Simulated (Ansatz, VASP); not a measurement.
**Te2Mo in VASP and in Ansatz**

```
Te Mo
1.0
     3.51820    0.00000    0.00000
    -1.75910    3.04685    0.00000
     0.00000    0.00000   13.97360
Te Mo
4 2
Direct
  0.66667 0.33333 0.37900
  0.33333 0.66667 0.87900
  0.66667 0.33333 0.12100
  0.33333 0.66667 0.62100
  0.66667 0.33333 0.75000
  0.33333 0.66667 0.25000
```

Alike in both runs: task single point; functional PBEsol-based global hybrid with a share of 0.25 of exact exchange; k mesh 5 × 5 × 1; occupations fermi-dirac, width 0.05 eV; no spin polarisation.

```csv
,VASP,Ansatz
version,VASP 6.6.1,Ansatz 0.2.0
potentials or method,"VASP PAW PBE potentials, release 64 (Te, Mo_sv)",Ansatz PAW
plane-wave cutoff (eV),520,420
valence electrons in the cell,52,92
```

|  | VASP | Ansatz | Ansatz less VASP |
| --- | --- | --- | --- |
| gap on the k mesh at the Fermi level (eV) | 1.77 | 1.73 | -0.038 |
| least direct gap on the mesh (eV) | 2.48 | 2.45 | -0.033 |
| pressure (GPa) | -3.6 | -3.2 | +0.31 |
| traceless stress, the component that is largest in VASP (GPa) | 0.13 | 0.05 | -0.080 |
| rms of the force components (eV/Å) | 0.264 | 0.271 | +0.0062 |

VASP's potentials were made for PBE, not for PBEsol-based global hybrid. Atom by atom the forces differ by 0.006 eV/Å (rms over components). With one functional, cell and mesh, what is left measures potentials, basis and numerics. VASP's potentials hold 52 valence electrons a cell and Ansatz's 92, so a difference there can come from the potentials and not from the codes.

The k mesh is coarse, so the values compare programs but aren't converged. Neither program's run includes spin-orbit coupling. Noted on Ansatz's run: odd divisions of the mesh miss points on the zone boundary, where band edges often lie, so the gap on the mesh can be too wide.
